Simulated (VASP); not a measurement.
# MnS (Browneite) (F-43m) in VASP: further runs

The runs below take MnS (Browneite) through single point, with PBEsol+D4+U.

Program: VASP 6.6.1. These are calculated values, not measurements. Logs are shortened: lines on timing, memory, paths and dates and some standing lists are left out, and cuts for length are marked.

## 1. The cell of the first run

The structure is cubic, space group F-43m (No. 216). The conventional cell has a = 5.600 Å, b = 5.600 Å, c = 5.600 Å, α = 90.00°, β = 90.00°, γ = 90.00°. Within 3.2 Å of Mn (site symmetry -43m) lie 4 S at 2.42 Å. S (site symmetry -43m) has 4 Mn at 2.42 Å within 3.2 Å.

## 2. Single point, PBEsol+D4+U, collinear spin, ferromagnetic start

INCAR

```
SYSTEM = MnS
PREC = Accurate ; ENCUT = 520
EDIFF = 1E-6 ; ISMEAR = 1
SIGMA = 0.2 ; LREAL = .False.
LASPH = .True. ; NELM = 150
ALGO = Normal ; ISIF = 2
LWAVE = .False. ; LCHARG = .True.
ISPIN = 2 ; MAGMOM = 2.8 0
LORBIT = 11 ; LMAXMIX = 4
LDAU = .True. ; LDAUTYPE = 2
LDAUL = 2 -1 ; LDAUU = 1.5 0
LDAUJ = 0 0 ; LDAUPRINT = 1
GGA = PS ; IVDW = 13
LELF = .True. ; LVHAR = .True.
NBANDS = 20
```

KPOINTS

```
regular mesh
0
Gamma
  6 6 6
  0 0 0
```

POSCAR

```
MnS
1.0
    0.0000000000      2.8000000000      2.8000000000
    2.8000000000      0.0000000000      2.8000000000
    2.8000000000      2.8000000000      0.0000000000
Mn S
1 1
Direct
    0.0000000000      0.0000000000      0.0000000000
    0.2500000000      0.2500000000      0.2500000000
```

Potentials or basis: VASP PAW PBE potentials, release 64 (Mn_pv, S).

Launch:

```console
$ cat potpaw_PBE.64/Mn_pv/POTCAR potpaw_PBE.64/S/POTCAR > POTCAR
$ mpirun -np 1 vasp_std > vasp.out
```

OUTCAR:

```text
SYSTEM = MnS
   PREC = Accurate
   ENCUT = 520
   EDIFF = 1E-6
   ISMEAR = 1
   LREAL = .False.
   LASPH = .True.
   NELM = 150
   ISIF = 2
   ISPIN = 2
   LORBIT = 11
   GGA = PS
   IVDW = 13

 ion  position               nearest neighbor table
   1  0.000  0.000  0.000-   2 2.42   2 2.42   2 2.42   2 2.42
   2  0.250  0.250  0.250-   1 2.42   1 2.42   1 2.42   1 2.42

  LATTYP: Found a face centered cubic cell.
 ALAT       =     5.6000000000

  Lattice vectors:

 A1 = (   0.0000000000,   2.8000000000,   2.8000000000)
 A2 = (   2.8000000000,   0.0000000000,   2.8000000000)
 A3 = (   2.8000000000,   2.8000000000,   0.0000000000)

Analysis of symmetry for initial positions (statically):
=====================================================================
 Subroutine PRICEL returns:
 Original cell was already a primitive cell.

 Routine SETGRP: Setting up the symmetry group for a
 face centered cubic supercell.

 Subroutine GETGRP returns: Found 24 space group operations
 (whereof 24 operations were pure point group operations)
 out of a pool of 48 trial point group operations.

The static configuration has the point symmetry T_d .

Analysis of symmetry for dynamics (positions and initial velocities):
=====================================================================
 Subroutine PRICEL returns:
 Original cell was already a primitive cell.

 Routine SETGRP: Setting up the symmetry group for a
 face centered cubic supercell.

 Subroutine GETGRP returns: Found 24 space group operations
 (whereof 24 operations were pure point group operations)
 out of a pool of 48 trial point group operations.

The dynamic configuration has the point symmetry T_d .

Analysis of structural, dynamic, and magnetic symmetry:
=====================================================================
 Subroutine PRICEL returns:
 Original cell was already a primitive cell.

 Routine SETGRP: Setting up the symmetry group for a
 face centered cubic supercell.

 Subroutine GETGRP returns: Found 24 space group operations
 (whereof 24 operations were pure point group operations)
 out of a pool of 48 trial point group operations.

The overall configuration has the point symmetry T_d .

 Subroutine INISYM returns: Found 24 space group operations
 (whereof 24 operations are pure point group operations),
 and found     1 'primitive' translations

----------------------------------------------------------------------------------------

                                     Primitive cell

  volume of cell :      43.9040

  direct lattice vectors                    reciprocal lattice vectors
     0.000000000  2.800000000  2.800000000    -0.178571429  0.178571429  0.178571429
     2.800000000  0.000000000  2.800000000     0.178571429 -0.178571429  0.178571429
     2.800000000  2.800000000  0.000000000     0.178571429  0.178571429 -0.178571429

  length of vectors
     3.959797975  3.959797975  3.959797975     0.309294787  0.309294787  0.309294787

  position of ions in fractional coordinates (direct lattice)
     0.000000000  0.000000000  0.000000000
     0.250000000  0.250000000  0.250000000

  ion indices of the primitive-cell ions
   primitive index   ion index
                 1           1
                 2           2

----------------------------------------------------------------------------------------

 KPOINTS: regular mesh

Automatic generation of k-mesh.
 Grid dimensions read from file:
 generate k-points for:    6    6    6

 Generating k-lattice:

  Cartesian coordinates                     Fractional coordinates (reciprocal lattice)
    -0.029761905  0.029761905  0.029761905     0.166666667  0.000000000  0.000000000
     0.029761905 -0.029761905  0.029761905     0.000000000  0.166666667  0.000000000
     0.029761905  0.029761905 -0.029761905     0.000000000  0.000000000  0.166666667

  Length of vectors
     0.051549131  0.051549131  0.051549131

  Shift w.r.t. Gamma in fractional coordinates (k-lattice)
     0.000000000  0.000000000  0.000000000

 Subroutine IBZKPT returns following result:
 ===========================================

 Found     16 irreducible k-points:

 Following reciprocal coordinates:
            Coordinates               Weight
  0.000000  0.000000  0.000000      1.000000
  0.166667  0.000000  0.000000      8.000000
  0.333333  0.000000  0.000000      8.000000
  0.500000  0.000000  0.000000      4.000000
  0.166667  0.166667  0.000000      6.000000
  0.333333  0.166667  0.000000     24.000000
[... 8 lines left out ...]
 -0.333333  0.333333  0.166667     24.000000
 -0.333333  0.500000  0.166667     12.000000
   k-points           NKPTS =     16   k-points in BZ     NKDIM =     16   number of bands    NBANDS=     20
   number of dos      NEDOS =    301   number of ions     NIONS =      2
   total plane-waves  NPLWV =  27000
   dimension x,y,z NGX =    30 NGY =   30 NGZ =   30
   dimension x,y,z NGXF=    60 NGYF=   60 NGZF=   60
   ions per type =               1   1
   NGX,Y,Z   is equivalent  to a cutoff of  12.60, 12.60, 12.60 a.u.
   NGXF,Y,Z  is equivalent  to a cutoff of  25.19, 25.19, 25.19 a.u.
 SYSTEM =  MnS
   PREC   = accura    normal or accurate (medium, high low for compatibility)
   ISTART =      0    job   : 0-new  1-cont  2-samecut
   ICHARG =      2    charge: 1-file 2-atom 10-const
   ISPIN  =      2    spin polarized calculation?
   LNONCOLLINEAR =      F non collinear calculations
   LSORBIT =      F    spin-orbit coupling
   LASPH  =      T    aspherical Exc in radial PAW
   ENCUT  =  520.0 eV  38.22 Ry    6.18 a.u.   7.36  7.36  7.36*2*pi/ulx,y,z
   NELM   =    150;   NELMIN=  2; NELMDL= -5     # of ELM steps
   EDIFF  = 0.1E-05   stopping-criterion for ELM
   LREAL  =      F    real-space projection
   EDIFFG = 0.1E-04   stopping-criterion for IOM
   NSW    =      0    number of steps for IOM
   IBRION =     -1    ionic relax: 0-MD 1-quasi-New 2-CG
   NFREE  =      0    steps in history (QN), initial steepest desc. (CG)
   ISIF   =      2    stress and relaxation
   ISYM   =      2    0-nonsym 1-usesym 2-fastsym
   POTIM  = 0.5000    time-step for ionic-motion
   TEBEG  =    0.0;   TEEND  =   0.0 temperature during run
   PSTRESS=    0.0 pullay stress
   NELECT =      19.0000    total number of electrons
   NUPDOWN=      -1.0000    fix difference up-down
   EMIN   =  10.00;   EMAX   =-10.00  energy-range for DOS
   EFERMI =   0.00;   METHOD = LEGACY
   ISMEAR =     1;   SIGMA  =   0.20  broadening in eV -4-tet -1-fermi 0-gaus
   EFERMI_NEDOS =   21; number of points for ismear=-14 and -15
   IALGO  =     38    algorithm
   IMIX   =      4    mixing-type and parameters
     AMIX     =   0.40;   BMIX     =  1.00
     AMIX_MAG =   1.60;   BMIX_MAG =  1.00
  volume/ion in A,a.u.               =      21.95       148.14
  Fermi-wavevector in a.u.,A,eV,Ry     =   1.238297  2.340041 20.862879  1.533378
  Thomas-Fermi vector in A             =   2.372828
   LORBIT       =     11    0 simple, 1 ext, 2 COOP (PROOUT), +10 PAW based schemes
 LDA+U is selected, type is set to LDAUTYPE =  2
   angular momentum for each species LDAUL =     2   -1
   U (eV)           for each species LDAUU =   1.5  0.0
   J (eV)           for each species LDAUJ =   0.0  0.0
   GGA     = PS    functional components
   LHFCALC =     F    Hartree Fock is set to
   AEXX    =    0.0000 exact exchange contribution
   IVDW    =    13    specifies the selected vdW correction
   LEPSILON=     F    determine dielectric tensor
   LRPA    =     F    only Hartree local field effects (RPA)
 spin polarized calculation
 Methfessel and Paxton  Order N= 1 SIGMA  =   0.20
  energy-cutoff  :      520.00
  volume of cell :       43.90
 maximum number of plane-waves:      1243
 NGX is ok and might be reduce to    30
   NGX = 15   NGY = 15   NGZ = 15

atom =   1  type =  1  l = 2

 onsite density matrix

spin component  1

  0.9270 -0.0000  0.0000  0.0000 -0.0000
 -0.0000  0.9270 -0.0000  0.0000  0.0000
  0.0000 -0.0000  0.9218  0.0000 -0.0000
  0.0000  0.0000  0.0000  0.9270  0.0000
 -0.0000  0.0000 -0.0000  0.0000  0.9218

spin component  2

  0.0786  0.0000 -0.0000 -0.0000  0.0000
  0.0000  0.0786  0.0000 -0.0000 -0.0000
 -0.0000  0.0000  0.0218 -0.0000  0.0000
 -0.0000 -0.0000 -0.0000  0.0786  0.0000
  0.0000 -0.0000  0.0000  0.0000  0.0218

 occupancies and eigenvectors

  o =  0.0218  v =  0.0000  0.0000  0.0000  0.0000  0.0000  0.0000 -0.0000 -0.9999  0.0000  0.0170      0.0000  0.0000  0.0000  0.0000  0.0000  0.0000  0.0000  0.0000  0.0000  0.0000
  o =  0.0218  v =  0.0000  0.0000  0.0000  0.0000  0.0000  0.0000  0.0000  0.0170 -0.0000  0.9999      0.0000  0.0000  0.0000  0.0000  0.0000  0.0000  0.0000  0.0000  0.0000  0.0000
  o =  0.0786  v =  0.0000  0.0000  0.0000  0.0000  0.0000  0.0000  0.9998 -0.0000  0.0186 -0.0000      0.0000  0.0000  0.0000  0.0000  0.0000  0.0000  0.0000  0.0000  0.0000  0.0000
  o =  0.0786  v =  0.0000  0.0000  0.0000  0.0000  0.0000  1.0000  0.0000  0.0000  0.0000  0.0000      0.0000  0.0000  0.0000  0.0000  0.0000  0.0000  0.0000  0.0000  0.0000  0.0000
  o =  0.0786  v =  0.0000  0.0000  0.0000  0.0000  0.0000  0.0000 -0.0186  0.0000  0.9998  0.0000      0.0000  0.0000  0.0000  0.0000  0.0000  0.0000  0.0000  0.0000  0.0000  0.0000
  o =  0.9218  v =  0.0000  0.0000  0.0965 -0.0000  0.9953  0.0000  0.0000  0.0000  0.0000  0.0000      0.0000  0.0000  0.0000  0.0000  0.0000  0.0000  0.0000  0.0000  0.0000  0.0000
  o =  0.9218  v =  0.0000  0.0000  0.9953 -0.0000 -0.0965  0.0000  0.0000  0.0000  0.0000  0.0000      0.0000  0.0000  0.0000  0.0000  0.0000  0.0000  0.0000  0.0000  0.0000  0.0000
  o =  0.9270  v =  1.0000  0.0000  0.0000  0.0000  0.0000  0.0000  0.0000  0.0000  0.0000  0.0000      0.0000  0.0000  0.0000  0.0000  0.0000  0.0000  0.0000  0.0000  0.0000  0.0000
  o =  0.9270  v =  0.0000 -0.1410  0.0000 -0.9900 -0.0000  0.0000  0.0000  0.0000  0.0000  0.0000      0.0000  0.0000  0.0000  0.0000  0.0000  0.0000  0.0000  0.0000  0.0000  0.0000
  o =  0.9270  v =  0.0000  0.9900 -0.0000 -0.1410  0.0000  0.0000  0.0000  0.0000  0.0000  0.0000      0.0000  0.0000  0.0000  0.0000  0.0000  0.0000  0.0000  0.0000  0.0000  0.0000

 number of electron      18.9999987 magnetization       5.0010224

 Free energy of the ion-electron system (eV)
  ---------------------------------------------------
  ext. energy  EPLUGINS =         0.00000000
  ---------------------------------------------------
  free energy    TOTEN  =       -14.26055845 eV

  energy without entropy =      -14.26277730  energy(sigma->0) =      -14.26129807

 E-fermi :   4.6400     XC(G=0):  -9.5006

 val. band max:        4.4419177957   @ k =   0.0000   0.0000   0.0000
 cond. band min:       4.7022219607   @ k =   0.5000   0.5000   0.0000
 fundamental gap:      0.2603041650
 Fermi energy:         4.6399631788

 spin component 1

 k-point     1 :       0.0000    0.0000    0.0000
  band No.  band energies     occupation
      1     -46.2742      1.00000
      2     -46.2742      1.00000
      3     -46.2742      1.00000
      4      -9.3999      1.00000
      5      -0.8614      1.00000
      6      -0.8614      1.00000
[... 12 lines left out ...]
     19      16.2103      0.00000
[... 328 lines left out ...]
      3     -46.2754      1.00000
      4      -8.4825      1.00000
      5      -1.2701      1.00000
      6      -0.4423      1.00000
[... 12 lines left out ...]
     19      17.1526      0.00000
     20      17.4549      0.00000
 Fermi energy:         4.6399631788

 spin component 2

 k-point     1 :       0.0000    0.0000    0.0000
  band No.  band energies     occupation
      1     -41.6038      1.00000
      2     -41.6038      1.00000
      3     -41.6038      1.00000
      4      -9.0804      1.00000
      5       1.3345      1.00000
      6       1.3345      1.00000
[... 12 lines left out ...]
     19      17.1091      0.00000
[... 329 lines left out ...]
      4      -8.1920      1.00000
      5      -0.2342      1.00000
      6       0.6355      1.00000
[... 12 lines left out ...]
     19      17.8658      0.00000
     20      18.0827      0.00000

------------------------ aborting loop because EDIFF is reached ----------------------------------------

  DFT-D4 for vdW energy calculation

  Edisp (eV):   -0.38052

  FORCE on cell =-STRESS in cart. coord.  units (eV):
  Direction    XX          YY          ZZ          XY          YZ          ZX
  --------------------------------------------------------------------------------------
  -------------------------------------------------------------------------------------
  Total      -0.24676    -0.24676    -0.24676    -0.00000     0.00000    -0.00000
  in kB      -9.00477    -9.00477    -9.00477    -0.00000     0.00000    -0.00000
  external pressure =       -9.00 kB  Pullay stress =        0.00 kB

 VOLUME and BASIS-vectors are now :
 -----------------------------------------------------------------------------
  energy-cutoff  :      520.00
  volume of cell :       43.90
      direct lattice vectors                 reciprocal lattice vectors
     0.000000000  2.800000000  2.800000000    -0.178571429  0.178571429  0.178571429
     2.800000000  0.000000000  2.800000000     0.178571429 -0.178571429  0.178571429
     2.800000000  2.800000000  0.000000000     0.178571429  0.178571429 -0.178571429

 POSITION                                       TOTAL-FORCE (eV/Angst)
 -----------------------------------------------------------------------------------
      0.00000      0.00000      0.00000         0.000000      0.000000      0.000000
      1.40000      1.40000      1.40000        -0.000000     -0.000000     -0.000000
 -----------------------------------------------------------------------------------
    total drift:                               -0.000000     -0.000000     -0.000000

  FREE ENERGIE OF THE ION-ELECTRON SYSTEM (eV)
  ---------------------------------------------------
  free  energy   TOTEN  =       -14.6410827820 eV

  energy  without entropy=      -14.6433016261  energy(sigma->0) =      -14.64182240

 total charge

# of ion       s       p       d       tot
------------------------------------------
    1        0.267   6.220   4.885  11.372
    2        1.307   2.445   0.000   3.753
--------------------------------------------------
tot          1.574   8.666   4.885  15.125

 magnetization (x)

# of ion       s       p       d       tot
------------------------------------------
    1        0.048   0.066   4.336   4.450
    2        0.008   0.059   0.000   0.067
--------------------------------------------------
tot          0.057   0.124   4.336   4.517
```

Wall time 36 s (1 thread of AMD EPYC 7R43 (Zen 3), shared host); peak memory 0.15 GiB.

What came out:

| Property | Result |
| --- | --- |
| Free energy | -14.6411 eV |
| Pressure | -0.9 GPa |
| Band gap on the k mesh | 0.26 eV, indirect (least direct gap 0.83 eV) |
| Net moment | 5.00 μB per cell |
| Site moments | Mn +4.45; S +0.07 μB |
| Valence electrons inside the program's atomic spheres | Mn 11.37; S 3.75 |
| Dispersion energy per atom | -0.190 eV |

Eigenvalues of the final occupation matrices:
```csv
site,spin,trace,eigenvalues
site 1 d,1,4.62,0.92 0.92 0.93 0.93 0.93
site 1 d,2,0.28,0.02 0.02 0.08 0.08 0.08
```

Caveat: the PAW data sets were made with another functional, which shifts forces and pressure a little; a cell with one magnetic atom can't hold antiferromagnetic order, which such compounds often take.

## 3. Single point, PBEsol+D4+U, collinear spin, ferromagnetic start

INCAR

```
SYSTEM = MnS
  PREC = Accurate
  ENCUT = 520
  EDIFF = 1E-6
  ISMEAR = 1
  SIGMA = 0.2
  LREAL = .FALSE.
  LASPH = .TRUE.
  NELM = 150
  ALGO = Normal
  ISIF = 2
  LWAVE = .FALSE.
  LCHARG = .FALSE.
  ISPIN = 2
  MAGMOM = 2.8 0
  LORBIT = 11
  LMAXMIX = 4
  LDAU = .TRUE.
  LDAUTYPE = 2
  LDAUL = 2 -1
  LDAUU = 3 0
  LDAUJ = 0 0
  LDAUPRINT = 1
  GGA = PS
  IVDW = 13
  NBANDS = 20
```

KPOINTS

```
regular mesh
0
G
  6 6 6
  0 0 0
```

POSCAR is that of step 2.

Potentials or basis: VASP PAW PBE potentials, release 64 (Mn_pv, S).

Launch:

```console
$ cat potpaw_PBE.64/Mn_pv/POTCAR potpaw_PBE.64/S/POTCAR > POTCAR
$ mpirun -np 1 vasp_std > vasp.out
```

It took 33 s on 1 thread of AMD EPYC 7R43 (Zen 3), shared host; peak memory 0.14 GiB.

The run converged. Its results:

| Item | Value |
| --- | --- |
| Free energy | -14.2119 eV |
| Pressure | 0.4 GPa |
| Band gap on the k mesh | 0.74 eV, indirect (least direct gap 1.06 eV) |
| Net moment | 5.00 μB per cell |
| Site moments | Mn +4.52; S +0.04 μB |
| Valence electrons inside the program's atomic spheres | Mn 11.37; S 3.77 |
| Dispersion energy per atom | -0.190 eV |

Levels at points of the mesh, in eV from the valence-band top:
Spin up:
```tsv
k point	band 8	band 9	band 10	band 11	band 12	band 13	band 14	band 15	band 16	band 17
(0.00, 0.00, 0.00)	-4.30	-4.30	0.00	0.00	0.00	1.06	5.97	5.97	5.97	10.68
(0.50, 0.00, 0.00)	-4.21	-4.21	-3.98	-0.98	-0.98	3.01	6.30	6.30	6.89	10.99
(0.50, 0.50, 0.00)	-4.19	-4.12	-3.46	-2.49	-2.49	2.60	4.29	9.22	10.83	10.83
```
Spin down:
```
           k point  band 3  band 4  band 5  band 6  band 7  band 8  band 9  band 10  band 11  band 12
(0.00, 0.00, 0.00)  -45.80  -13.30   -2.75   -2.75   -2.75    2.01    2.22     2.22     4.25     4.25
(0.50, 0.00, 0.00)  -45.80  -12.62   -4.95   -2.75   -2.75    2.06    2.34     2.34     3.20     3.20
(0.50, 0.50, 0.00)  -45.81  -12.40   -4.80   -3.00   -3.00    0.74    1.91     2.65     2.65     2.77
```

Eigenvalues of the final occupation matrices:
```csv
site,spin,trace,eigenvalues
site 1 d,1,4.66,0.93 0.93 0.93 0.93 0.93
site 1 d,2,0.24,0.02 0.02 0.07 0.07 0.07
```

Caveat: the PAW data sets were made with another functional, which shifts forces and pressure a little; a cell with one magnetic atom can't hold antiferromagnetic order, which such compounds often take.

## 4. Single point, PBEsol+D4+U, collinear spin, ferromagnetic start

INCAR

```
SYSTEM = MnS
ALGO = Normal
EDIFF = 1E-7
ENCUT = 520
GGA = PS
ISIF = 2
ISMEAR = 1
ISPIN = 2
IVDW = 13
LASPH = .True.
LCHARG = .False.
LDAU = .True.
LDAUJ = 0 0
LDAUL = 2 -1
LDAUPRINT = 1
LDAUTYPE = 2
LDAUU = 4.5 0
LMAXMIX = 4
LORBIT = 11
LREAL = .False.
LWAVE = .False.
MAGMOM = 2.8 0
NBANDS = 20
NELM = 150
PREC = Accurate
SIGMA = 0.2
```

KPOINTS

```
k-points
0
Gamma
  6 6 6
  0 0 0
```

POSCAR is that of step 3.

Launch:

```console
$ cat potpaw_PBE.64/Mn_pv/POTCAR potpaw_PBE.64/S/POTCAR > POTCAR
$ mpirun -np 1 vasp_std > vasp.out
```

It took 34 s on 1 thread of AMD EPYC 7R43 (Zen 3), shared host; peak memory 0.15 GiB.

The run converged. Its results:

* Free energy: -13.8294 eV
* Pressure: 1.6 GPa
* Band gap on the k mesh: 1.16 eV, indirect (least direct gap 1.25 eV)
* Net moment: 5.00 μB per cell
* Site moments: Mn +4.59; S +0.02 μB
* Valence electrons inside the program's atomic spheres: Mn 11.37; S 3.77
* Dispersion energy per atom: -0.190 eV

Levels at points of the mesh, in eV from the valence-band top:
Spin up:
```tsv
k point	band 8	band 9	band 10	band 11	band 12	band 13	band 14	band 15	band 16	band 17
(0.00, 0.00, 0.00)	-4.76	-4.76	0.00	0.00	0.00	1.25	6.15	6.15	6.15	10.77
(0.50, 0.00, 0.00)	-4.69	-4.69	-4.42	-0.95	-0.95	3.18	6.44	6.44	7.06	11.17
(0.50, 0.50, 0.00)	-4.60	-4.59	-3.66	-2.43	-2.43	2.69	4.41	9.42	11.01	11.01
```
Spin down:
```tsv
k point	band 3	band 4	band 5	band 6	band 7	band 8	band 9	band 10	band 11	band 12
(0.00, 0.00, 0.00)	-45.59	-13.12	-2.44	-2.44	-2.44	2.17	3.00	3.00	4.97	4.97
(0.50, 0.00, 0.00)	-45.59	-12.42	-4.78	-2.47	-2.47	2.69	3.11	3.11	3.88	3.88
(0.50, 0.50, 0.00)	-45.59	-12.20	-4.60	-2.79	-2.79	1.16	2.48	3.44	3.44	3.63
```

Eigenvalues of the final occupation matrices:
| site | spin | trace | eigenvalues |
| --- | --- | --- | --- |
| site 1 d | 1 | 4.69 | 0.93 0.93 0.94 0.94 0.94 |
| site 1 d | 2 | 0.20 | 0.02 0.02 0.06 0.06 0.06 |

Caveat: the PAW data sets were made with another functional, which shifts forces and pressure a little; a cell with one magnetic atom can't hold antiferromagnetic order, which such compounds often take.

(Continued in part 2 of 2.)
